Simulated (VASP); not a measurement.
Input of a VASP 6.6.1 run:

POSCAR

```
CdF2
1.0
    0.0000000000      2.7118415796      2.7118415796
    2.7118415796      0.0000000000      2.7118415796
    2.7118415796      2.7118415796      0.0000000000
Cd F
1 2
Direct
    0.0000000000      0.0000000000      0.0000000000
    0.7500000000      0.7500000000      0.7500000000
    0.2500000000      0.2500000000      0.2500000000
```

The input INCAR.step1:

```
  PREC = Accurate
  ENCUT = 520
  ISMEAR = -1
  SIGMA = 0.05
  LREAL = False
  LASPH = True
  NELM = 80
  NBANDS = 20
  GGA = PE
  ALGO = Normal
  EDIFF = 1E-4
  LWAVE = True
  LCHARG = False
```

Contents of INCAR.step2:

```
  PREC = Accurate
  ENCUT = 520
  EDIFF = 1E-6
  ISMEAR = -1
  SIGMA = 0.05
  LREAL = False
  LASPH = True
  NELM = 80
  ALGO = Normal
  ISIF = 2
  LWAVE = False
  LCHARG = False
  METAGGA = R2SCAN
  LMIXTAU = True
  NBANDS = 20
  ISTART = 1
```

KPOINTS

```
regular mesh
0
Gamma
  9 9 9
```

Potentials or basis: VASP PAW PBE potentials, release 64 (Cd, F).

Command:

```sh
$ cat potpaw_PBE.64/Cd/POTCAR potpaw_PBE.64/F/POTCAR > POTCAR
$ cp INCAR.step1 INCAR
$ mpirun -np 1 vasp_std > vasp.out
$ cp INCAR.step2 INCAR
$ mpirun -np 1 vasp_std > vasp.out
```

Question: Estimate the pressure.

Answer: -1.2 GPa.

Question: Estimate the band gap on the k mesh.

Answer: 3.71 eV, indirect (least direct gap 4.21 eV).

Caveat: the PAW data sets were made with another functional, which shifts forces and pressure a little. A k mesh can miss the band edges.
